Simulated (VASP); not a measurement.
# ZnO (P4_2/mnm) in VASP: settings compared

ZnO is run at these levels: PBEsol, PBE; tasks: single point.

Everything below comes from runs of VASP 6.6.1. Logs are shortened: lines on timing, memory, paths and dates and some standing lists are left out, and cuts for length are marked.

## 1. The cell of the first run

The structure is tetragonal, space group P4_2/mnm (No. 136). The conventional cell has a = 5.516 Å, b = 5.516 Å, c = 3.240 Å, α = 90.00°, β = 90.00°, γ = 90.00°. Zn (site symmetry m2m) has 4 O at 1.94 to 2.01 Å within 2.6 Å. O (site symmetry m2m) has 4 Zn at 1.94 to 2.01 Å within 2.6 Å.

## 2. Single point, PBEsol

The input, INCAR:

```
  ALGO = Normal
  EDIFF = 1E-6
  ENCUT = 520
  GGA = PS
  ISIF = 2
  ISMEAR = -1
  LASPH = True
  LCHARG = True
  LELF = True
  LREAL = False
  LVHAR = True
  LWAVE = False
  NBANDS = 46
  NELM = 60
  PREC = Accurate
  SIGMA = 0.02
```

The input, KPOINTS:

```
k-points
0
Gamma
  4 4 8
```

The input, POSCAR:

```
ZnO
1.0
    5.5159052452      0.0000000000      0.0000000000
    0.0000000000      5.5159052452      0.0000000000
    0.0000000000      0.0000000000      3.2399906075
Zn O
4 4
Direct
    0.1819542620      0.1819542620      0.5000000000
    0.8180457380      0.8180457380      0.5000000000
    0.6819542620      0.3180457380      0.0000000000
    0.3180457380      0.6819542620      0.0000000000
    0.8181033525      0.1818966475      0.5000000000
    0.1818966475      0.8181033525      0.5000000000
    0.6818966475      0.6818966475      0.0000000000
    0.3181033525      0.3181033525      0.0000000000
```

Potentials or basis: VASP PAW PBE potentials, release 64 (Zn, O).

Run with:

```sh
> cat potpaw_PBE.64/Zn/POTCAR potpaw_PBE.64/O/POTCAR > POTCAR
> mpirun -np 1 vasp_std > vasp.out
```

OUTCAR:

```text
EDIFF = 1E-6
   ENCUT = 520
   GGA = PS
   ISIF = 2
   ISMEAR = -1
   LASPH = True
   LREAL = False
   NELM = 60
   PREC = Accurate

 ion  position               nearest neighbor table
   1  0.182  0.182  0.500-   8 1.94   8 1.94   5 2.01   6 2.01   2 2.84
   2  0.818  0.818  0.500-   7 1.94   7 1.94   5 2.01   6 2.01   1 2.84
   3  0.682  0.318  0.000-   5 1.94   5 1.94   8 2.01   7 2.01   4 2.84
   4  0.318  0.682  0.000-   6 1.94   6 1.94   8 2.01   7 2.01   3 2.84
   5  0.818  0.182  0.500-   3 1.94   3 1.94   1 2.01   2 2.01
   6  0.182  0.818  0.500-   4 1.94   4 1.94   1 2.01   2 2.01
   7  0.682  0.682  0.000-   2 1.94   2 1.94   4 2.01   3 2.01
   8  0.318  0.318  0.000-   1 1.94   1 1.94   4 2.01   3 2.01

  LATTYP: Found a simple tetragonal cell.
 ALAT       =     5.5159052452
 C/A-ratio  =     0.5873905485

  Lattice vectors:

 A1 = (   5.5159052452,   0.0000000000,   0.0000000000)
 A2 = (   0.0000000000,   5.5159052452,   0.0000000000)
 A3 = (   0.0000000000,   0.0000000000,   3.2399906075)

Analysis of symmetry for initial positions (statically):
=====================================================================
 Subroutine PRICEL returns:
 Original cell was already a primitive cell.

 Routine SETGRP: Setting up the symmetry group for a
 simple tetragonal supercell.

 Subroutine GETGRP returns: Found 16 space group operations
 (whereof  8 operations were pure point group operations)
 out of a pool of 16 trial point group operations.

The static configuration has the point symmetry D_2h.
 The point group associated with its full space group is D_4h.

Analysis of symmetry for dynamics (positions and initial velocities):
=====================================================================
 Subroutine PRICEL returns:
 Original cell was already a primitive cell.

 Routine SETGRP: Setting up the symmetry group for a
 simple tetragonal supercell.

 Subroutine GETGRP returns: Found 16 space group operations
 (whereof  8 operations were pure point group operations)
 out of a pool of 16 trial point group operations.

The dynamic configuration has the point symmetry D_2h.
 The point group associated with its full space group is D_4h.

 Subroutine INISYM returns: Found 16 space group operations
 (whereof  8 operations are pure point group operations),
 and found     1 'primitive' translations

----------------------------------------------------------------------------------------

                                     Primitive cell

  volume of cell :      98.5774

  direct lattice vectors                    reciprocal lattice vectors
     5.515905245  0.000000000  0.000000000     0.181293905  0.000000000  0.000000000
     0.000000000  5.515905245  0.000000000     0.000000000  0.181293905  0.000000000
     0.000000000  0.000000000  3.239990607     0.000000000  0.000000000  0.308642870

  length of vectors
     5.515905245  5.515905245  3.239990607     0.181293905  0.181293905  0.308642870

  position of ions in fractional coordinates (direct lattice)
     0.181954262  0.181954262  0.500000000
     0.818045738  0.818045738  0.500000000
     0.681954262  0.318045738  0.000000000
     0.318045738  0.681954262  0.000000000
     0.818103353  0.181896647  0.500000000
     0.181896647  0.818103353  0.500000000
     0.681896647  0.681896647  0.000000000
     0.318103353  0.318103353  0.000000000

  ion indices of the primitive-cell ions
   primitive index   ion index
                 1           1
                 2           2
                 3           3
                 4           4
                 5           5
                 6           6
                 7           7
                 8           8

----------------------------------------------------------------------------------------

 KPOINTS: k-points

Automatic generation of k-mesh.
 Grid dimensions read from file:
 generate k-points for:    4    4    8

 Generating k-lattice:

  Cartesian coordinates                     Fractional coordinates (reciprocal lattice)
     0.045323476  0.000000000  0.000000000     0.250000000  0.000000000  0.000000000
     0.000000000  0.045323476  0.000000000     0.000000000  0.250000000  0.000000000
     0.000000000  0.000000000  0.038580359     0.000000000  0.000000000  0.125000000

  Length of vectors
     0.045323476  0.045323476  0.038580359

  Shift w.r.t. Gamma in fractional coordinates (k-lattice)
     0.000000000  0.000000000  0.000000000

 Subroutine IBZKPT returns following result:
 ===========================================

 Found     30 irreducible k-points:

 Following reciprocal coordinates:
            Coordinates               Weight
  0.000000  0.000000  0.000000      1.000000
  0.250000  0.000000  0.000000      4.000000
  0.500000  0.000000  0.000000      2.000000
  0.250000  0.250000  0.000000      4.000000
  0.500000  0.250000  0.000000      4.000000
  0.500000  0.500000  0.000000      1.000000
[... 16 lines left out ...]
  0.500000  0.250000  0.375000      8.000000
  0.500000  0.500000  0.375000      2.000000
 [... further k-points ...]
   k-points           NKPTS =     30   k-points in BZ     NKDIM =     30   number of bands    NBANDS=     46
   number of dos      NEDOS =    301   number of ions     NIONS =      8
   total plane-waves  NPLWV =  42336
   dimension x,y,z NGX =    42 NGY =   42 NGZ =   24
   dimension x,y,z NGXF=    84 NGYF=   84 NGZF=   48
   ions per type =               4   4
   NGX,Y,Z   is equivalent  to a cutoff of  12.66, 12.66, 12.31 a.u.
   NGXF,Y,Z  is equivalent  to a cutoff of  25.32, 25.32, 24.63 a.u.
 SYSTEM =  unknown system
   PREC   = accura    normal or accurate (medium, high low for compatibility)
   ISTART =      0    job   : 0-new  1-cont  2-samecut
   ICHARG =      2    charge: 1-file 2-atom 10-const
   ISPIN  =      1    spin polarized calculation?
   LNONCOLLINEAR =      F non collinear calculations
   LSORBIT =      F    spin-orbit coupling
   LASPH  =      T    aspherical Exc in radial PAW
   ENCUT  =  520.0 eV  38.22 Ry    6.18 a.u.  10.26 10.26  6.02*2*pi/ulx,y,z
   NELM   =     60;   NELMIN=  2; NELMDL= -5     # of ELM steps
   EDIFF  = 0.1E-05   stopping-criterion for ELM
   LREAL  =      F    real-space projection
   EDIFFG = 0.1E-04   stopping-criterion for IOM
   NSW    =      0    number of steps for IOM
   IBRION =     -1    ionic relax: 0-MD 1-quasi-New 2-CG
   NFREE  =      0    steps in history (QN), initial steepest desc. (CG)
   ISIF   =      2    stress and relaxation
   ISYM   =      2    0-nonsym 1-usesym 2-fastsym
   POTIM  = 0.5000    time-step for ionic-motion
   TEBEG  =    0.0;   TEEND  =   0.0 temperature during run
   PSTRESS=    0.0 pullay stress
   NELECT =      72.0000    total number of electrons
   NUPDOWN=      -1.0000    fix difference up-down
   EMIN   =  10.00;   EMAX   =-10.00  energy-range for DOS
   EFERMI =   0.00;   METHOD = LEGACY
   ISMEAR =    -1;   SIGMA  =   0.02  broadening in eV -4-tet -1-fermi 0-gaus
   EFERMI_NEDOS =   21; number of points for ismear=-14 and -15
   IALGO  =     38    algorithm
   IMIX   =      4    mixing-type and parameters
     AMIX     =   0.40;   BMIX     =  1.00
     AMIX_MAG =   1.60;   BMIX_MAG =  1.00
  volume/ion in A,a.u.               =      12.32        83.15
  Fermi-wavevector in a.u.,A,eV,Ry     =   1.474325  2.786070 29.574087  2.173634
  Thomas-Fermi vector in A             =   2.589110
   LORBIT       =      0    0 simple, 1 ext, 2 COOP (PROOUT), +10 PAW based schemes
   GGA     = PS    functional components
   LHFCALC =     F    Hartree Fock is set to
   AEXX    =    0.0000 exact exchange contribution
   IVDW    =     0    specifies the selected vdW correction
   LEPSILON=     F    determine dielectric tensor
   LRPA    =     F    only Hartree local field effects (RPA)
 non-spin polarized calculation
  energy-cutoff  :      520.00
  volume of cell :       98.58
 maximum number of plane-waves:      2684
 NGX is ok and might be reduce to    42
   NGX = 21   NGY = 21   NGZ = 13

 number of electron      72.0000006 magnetization

 Free energy of the ion-electron system (eV)
  ---------------------------------------------------
  ext. energy  EPLUGINS =         0.00000000
  ---------------------------------------------------
  free energy    TOTEN  =       -38.56989076 eV

  energy without entropy =      -38.56989076  energy(sigma->0) =      -38.56989076

 E-fermi :   1.2656     XC(G=0): -10.9262

 val. band max:        0.9192811174   @ k =   0.0000   0.0000   0.0000
 cond. band min:       1.6093493443   @ k =   0.0000   0.0000   0.0000
 fundamental gap:      0.6900682269
 Fermi energy:         1.2656094129

 k-point     1 :       0.0000    0.0000    0.0000
  band No.  band energies     occupation
      1     -17.2234      2.00000
      2     -16.4800      2.00000
      3     -16.4800      2.00000
      4     -16.3913      2.00000
      5      -5.5652      2.00000
      6      -5.2764      2.00000
[... 38 lines left out ...]
     45      11.1228      0.00000
     46      13.0918      0.00000

 k-point     2 :       0.2500    0.0000    0.0000
  band No.  band energies     occupation
      1     -17.1364      2.00000
      2     -16.6463      2.00000
      3     -16.4475      2.00000
      4     -16.3493      2.00000
      5      -5.5437      2.00000
      6      -5.3348      2.00000
[... 38 lines left out ...]
     45      11.7522      0.00000
     46      12.3895      0.00000

 k-point     3 :       0.5000    0.0000    0.0000
  band No.  band energies     occupation
      1     -16.9119      2.00000
      2     -16.9119      2.00000
      3     -16.3803      2.00000
      4     -16.3803      2.00000
      5      -5.4566      2.00000
      6      -5.4566      2.00000
[... 1018 lines left out ...]
     45      10.4537      0.00000
     46      10.4537      0.00000

 k-point    24 :       0.5000    0.5000    0.3750
  band No.  band energies     occupation
      1     -16.5670      2.00000
      2     -16.5670      2.00000
      3     -16.3088      2.00000
      4     -16.3088      2.00000
      5      -5.3954      2.00000
      6      -5.3954      2.00000
[... 38 lines left out ...]
     45      11.2727      0.00000
     46      11.3557      0.00000

 [... further k-points ...]
[... 5 lines left out ...]
  --------------------------------------------------------------------------------------
  -------------------------------------------------------------------------------------
  Total        0.5292240      0.5292240      0.6546810      0.0000000      0.0000000      0.0000000
  in kB        8.6014718      8.6014718     10.6405235      0.0000000      0.0000000      0.0000000
  external PRESSURE =       9.2811557 kB  Pullay stress =       0.0000000 kB

 VOLUME and BASIS-vectors are now :
 -----------------------------------------------------------------------------
  energy-cutoff  :      520.00
  volume of cell :       98.58
      direct lattice vectors                 reciprocal lattice vectors
     5.515905245  0.000000000  0.000000000     0.181293905  0.000000000  0.000000000
     0.000000000  5.515905245  0.000000000     0.000000000  0.181293905  0.000000000
     0.000000000  0.000000000  3.239990607     0.000000000  0.000000000  0.308642870

 POSITION                                       TOTAL-FORCE (eV/Angst)
 -----------------------------------------------------------------------------------
      1.00364      1.00364      1.62000         0.002441      0.002441     -0.000000
      4.51226      4.51226      1.62000        -0.002441     -0.002441      0.000000
      3.76160      1.75431      0.00000         0.002441     -0.002441      0.000000
      1.75431      3.76160      0.00000        -0.002441      0.002441     -0.000000
      4.51258      1.00332      1.62000        -0.001029      0.001029      0.000000
      1.00332      4.51258      1.62000         0.001029     -0.001029      0.000000
      3.76128      3.76128      0.00000         0.001029      0.001029      0.000000
      1.75463      1.75463      0.00000        -0.001029     -0.001029      0.000000
 -----------------------------------------------------------------------------------
    total drift:                               -0.000000     -0.000000     -0.000000

  FREE ENERGIE OF THE ION-ELECTRON SYSTEM (eV)
  ---------------------------------------------------
  free  energy   TOTEN  =       -38.5698907628 eV

  energy  without entropy=      -38.5698907625  energy(sigma->0) =      -38.56989076
```

Run time: 2.1 min. Hardware: 1 thread of Intel Xeon 8259CL, shared host; peak memory 0.25 GiB.

What came out:

- Free energy: -38.5699 eV
- Pressure: 0.9 GPa
- Largest force: 0.003 eV/Å
- Band gap on the k mesh: 0.69 eV

Forces on the atoms (eV/Å):
```
Zn   0.002  0.002  0.000
Zn  -0.002 -0.002  0.000
Zn   0.002 -0.002  0.000
Zn  -0.002  0.002  0.000
O   -0.001  0.001  0.000
O    0.001 -0.001  0.000
O    0.001  0.001  0.000
O   -0.001 -0.001  0.000
```

Levels at points of the mesh, in eV from the valence-band top:
```
           k point  band 32  band 33  band 34  band 35  band 36  band 37  band 38  band 39  band 40  band 41
(0.00, 0.00, 0.00)    -0.89    -0.49    -0.20    -0.20     0.00     0.69     5.20     5.20     6.79     7.20
(0.50, 0.00, 0.00)    -1.61    -0.52    -0.52    -0.43    -0.43     3.12     3.12     6.01     6.01     8.10
(0.50, 0.50, 0.00)    -1.14    -0.88    -0.88    -0.79    -0.79     4.18     4.18     4.55     4.55     8.50
(0.00, 0.00, 0.50)    -1.88    -1.84    -1.84    -1.36    -1.36     5.78     5.78     7.83     7.83     8.08
(0.50, 0.00, 0.50)    -1.92    -1.61    -1.61    -1.09    -1.09     5.84     5.84     6.64     6.64     7.68
(0.50, 0.50, 0.50)    -1.45    -1.41    -1.41    -1.37    -1.37     5.36     5.36     5.84     5.84     7.86
```

Caveat: the PAW data sets were made with another functional, which shifts forces and pressure a little.

(Part 1 of 2 ends here.)
